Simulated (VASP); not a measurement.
A run of VASP 6.6.1:

The input INCAR:

```
SYSTEM = PbF2
PREC = Accurate
ENCUT = 600
EDIFF = 1E-6
ISMEAR = -1
SIGMA = 0.05
LREAL = .FALSE.
LASPH = .TRUE.
NELM = 120
ALGO = Normal
ISIF = 2
LWAVE = .FALSE.
LCHARG = .TRUE.
LELF = .TRUE.
LVHAR = .TRUE.
NBANDS = 21
GGA_COMPAT = .FALSE.
```

File KPOINTS:

```
Automatic mesh
0
G
  8 8 8
  0 0 0
```

File POSCAR:

```
PbF2
1.0
    0.0000000000      3.0026599987      3.0026599987
    3.0026599987      0.0000000000      3.0026599987
    3.0026599987      3.0026599987      0.0000000000
Pb F
1 2
Direct
    0.0000000000      0.0000000000      0.0000000000
    0.7500000000      0.7500000000      0.7500000000
    0.2500000000      0.2500000000      0.2500000000
```

Potentials or basis: VASP PAW LDA potentials, release 64 (Pb_d, F).

Command:

```bash
$ cat potpaw_LDA.64/Pb_d/POTCAR potpaw_LDA.64/F/POTCAR > POTCAR
$ mpirun -np 1 vasp_std > vasp.out
```

Hardware: 1 thread of Intel Xeon 8259CL, on a shared host.

Question: Estimate the wall time of this run.

Answer: Run time: 53 s on 1 thread of Intel Xeon 8259CL (shared host), peak memory 0.19 GiB. Counts: scf iterations 13, k points 29.
